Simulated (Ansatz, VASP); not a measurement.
NbH2 in VASP and in Ansatz

INCAR

```
SYSTEM = NbH2
PREC = Accurate
ENCUT = 520
EDIFF = 1E-8
ISMEAR = -1
SIGMA = 0.03
LREAL = .False.
LASPH = .True.
NELM = 60
ALGO = Normal
ISIF = 2
LWAVE = .False.
LCHARG = .False.
LEFG = .True.
NBANDS = 14
```

The input KPOINTS:

```
regular mesh
0
Gamma
  15 15 15
  0 0 0
```

Contents of POSCAR:

```
NbH2
1.0
    0.0000000000      2.2966097119      2.2966097119
    2.2966097119      0.0000000000      2.2966097119
    2.2966097119      2.2966097119      0.0000000000
Nb H
1 2
Direct
    0.0000000000      0.0000000000      0.0000000000
    0.2500000000      0.2500000000      0.2500000000
    0.7500000000      0.7500000000      0.7500000000
```

Input for Ansatz:

```yaml
crystal:
  lattice:
    - [0.0, 2.2966097119, 2.2966097119]
    - [2.2966097119, 0.0, 2.2966097119]
    - [2.2966097119, 2.2966097119, 0.0]
  atoms:
    - { symbol: Nb, position: [0.0, 0.0, 0.0] }
    - { symbol: H, position: [0.25, 0.25, 0.25] }
    - { symbol: H, position: [0.75, 0.75, 0.75] }
kpoints:
  mp_grid: { grid: [15, 15, 15] }
scf:
  occupations: { method: fermi_dirac, width: 0.03 }
hamiltonian:
  xc: lda
  pseudopotentials: { kind: all_electron, datasets: crystal }
output:
  forces: true
  stress: true
  eigenvalues: true
  efg: { contact_densities: true }
```

Change from the starting cell: volume scaled by 1.02, crystal datasets.

Alike in both runs: task electric field gradients; functional LDA; k mesh 15 × 15 × 15; occupations fermi-dirac, width 0.03 eV; no spin polarisation.

|  | VASP | Ansatz |
| --- | --- | --- |
| version | VASP 6.6.1 | Ansatz 0.2.0 |
| potentials or method | VASP PAW LDA potentials, release 64 (Nb_sv, H), cutoff 520 eV | all-electron PAW with datasets made for the crystal, scalar-relativistic |

|  | VASP | Ansatz | Ansatz less VASP |
| --- | --- | --- | --- |
| pressure (GPa) | -11.5 | -11.3 | +0.13 |

LDA's correlation is that of Perdew and Zunger in VASP and of Perdew and Wang (1992) in Ansatz. Ansatz ran all-electron here, and VASP with PAW potentials.
